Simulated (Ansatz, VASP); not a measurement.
# One calculation of MgSn4N, two programs

Contents of INCAR:

```
  PREC = Accurate
  ENCUT = 600
  EDIFF = 1E-6
  ISMEAR = 0
  SIGMA = 0.1
  LREAL = F
  LASPH = T
  NELM = 100
  ALGO = Normal
  ISIF = 3
  LWAVE = F
  LCHARG = F
  GGA = PE
  IBRION = 2
  NSW = 100
  EDIFFG = -0.01
```

KPOINTS

```
Automatic mesh
0
Gamma
  8 8 8
```

File POSCAR:

```
MgSn4N
1.0
    0.0000000000      4.2631558351      4.2631558351
    4.2631558351      0.0000000000      4.2631558351
    4.2631558351      4.2631558351      0.0000000000
Mg Sn N
1 4 1
Direct
    0.7500000000      0.7500000000      0.7500000000
    0.3747998560      0.3747998560      0.8756004320
    0.8756004320      0.3747998560      0.3747998560
    0.3747998560      0.3747998560      0.3747998560
    0.3747998560      0.8756004320      0.3747998560
    0.0000000000      0.0000000000      0.0000000000
```

Input for Ansatz:

```yaml
crystal:
  lattice:
    - [0.0, 4.2631558351, 4.2631558351]
    - [4.2631558351, 0.0, 4.2631558351]
    - [4.2631558351, 4.2631558351, 0.0]
  atoms:
    - { symbol: Mg, position: [0.75, 0.75, 0.75] }
    - { symbol: Sn, position: [0.374799856, 0.374799856, 0.875600432] }
    - { symbol: Sn, position: [0.875600432, 0.374799856, 0.374799856] }
    - { symbol: Sn, position: [0.374799856, 0.374799856, 0.374799856] }
    - { symbol: Sn, position: [0.374799856, 0.875600432, 0.374799856] }
    - { symbol: "N", position: [0.0, 0.0, 0.0] }
basis:
  ecutwfc: 420
kpoints:
  mp_grid: { grid: [8, 8, 8] }
hamiltonian:
  xc: pbe
scf:
  occupations: { method: gaussian, width: 0.1 }
output:
  forces: true
  stress: true
  eigenvalues: true
  write_density: true
  write_potential: true
  elf: true
  volumetric_format: npy
relax:
  adjacent_minimum: "off"
  f_tol: 0.01
  max_steps: 80
  cell: { stress_tol: 0.05 }
```

Change from the starting cell: species swapped into the ErInNi4 type (F-43m, No. 216).

Alike in both runs: task relaxation of cell and atoms; functional PBE; k mesh 8 × 8 × 8; occupations gaussian, width 0.1 eV; no spin polarisation.

|  | VASP | Ansatz |
| --- | --- | --- |
| version | VASP 6.6.1 | Ansatz 0.2.0 |
| potentials or method | VASP PAW PBE potentials, release 64 (Mg, Sn_d, N), cutoff 600 eV | scalar-relativistic, plane waves, PAW |
| valence electrons in the cell | 63 | 71 |

|  | VASP | Ansatz | Ansatz less VASP |
| --- | --- | --- | --- |
| gap on the k mesh at the Fermi level, each at its own relaxed structure (eV) | none | none | - |
| relaxed volume (Å³/atom) | 26.09 | 26.12 | +0.035 |
| relaxed length of the cell vector where the two differ most in proportion (Å) | 6.049 | 6.052 | +0.0027 |

A gap of «none» marks a metal or a gap that the smearing closes. VASP's potentials hold 63 valence electrons a cell and Ansatz's 71, so a difference there can come from the potentials and not from the codes.
